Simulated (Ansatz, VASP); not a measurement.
**SrTiO3: VASP beside Ansatz**

Contents of INCAR:

```
SYSTEM = SrTiO3
PREC = Accurate
ENCUT = 520
EDIFF = 1E-6
ISMEAR = 0
SIGMA = 0.02
LREAL = .FALSE.
LASPH = .TRUE.
NELM = 80
ALGO = Normal
ISIF = 2
LWAVE = .FALSE.
LCHARG = .TRUE.
GGA = PE
LELF = .TRUE.
LVHAR = .TRUE.
NBANDS = 28
```

File KPOINTS:

```
regular mesh
0
G
  8 8 8
  0 0 0
```

POSCAR

```
SrTiO3
1.0
    4.0136081091      0.0000000000      0.0000000000
    0.0000000000      4.0136081091      0.0000000000
    0.0000000000      0.0000000000      4.0136081091
Sr Ti O
1 1 3
Direct
    0.5000000000      0.5000000000      0.5000000000
    0.0000000000      0.0000000000      0.0000000000
    0.5000000000      0.0000000000      0.0000000000
    0.0000000000      0.5000000000      0.0000000000
    0.0000000000      0.0000000000      0.5000000000
```

Input for Ansatz:

```yaml
crystal:
  lattice:
    - [4.0136081091, 0.0, 0.0]
    - [0.0, 4.0136081091, 0.0]
    - [0.0, 0.0, 4.0136081091]
  atoms:
    - { symbol: Sr, position: [0.5, 0.5, 0.5] }
    - { symbol: Ti, position: [0.0, 0.0, 0.0] }
    - { symbol: O, position: [0.5, 0.0, 0.0] }
    - { symbol: O, position: [0.0, 0.5, 0.0] }
    - { symbol: O, position: [0.0, 0.0, 0.5] }
basis:
  ecutwfc: 420
kpoints:
  mp_grid: { grid: [8, 8, 8] }
hamiltonian:
  xc: pbe
scf:
  occupations: { method: gaussian, width: 0.02 }
output:
  forces: true
  stress: true
  eigenvalues: true
```

Alike in both runs: task single point; functional PBE; k mesh 8 × 8 × 8; occupations gaussian, width 0.02 eV; no spin polarisation.

|  | VASP | Ansatz |
| --- | --- | --- |
| version | VASP 6.6.1 | Ansatz 0.2.0 |
| potentials or method | VASP PAW PBE potentials, release 64 (Sr_sv, Ti_sv, O), cutoff 520 eV | scalar-relativistic, plane waves, PAW |
| valence electrons in the cell | 40 | 40 |

Ansatz gave:

* gap on the k mesh at the Fermi level (eV): 1.73
* least direct gap on the mesh (eV): 2.11
* pressure (GPa): -8.7

What did VASP give for the same quantities?

gap on the k mesh at the Fermi level (eV): 1.70; least direct gap on the mesh (eV): 2.09; pressure (GPa): -8.2.

The functional is the same, so the differences come from potentials, cutoffs and numerics.
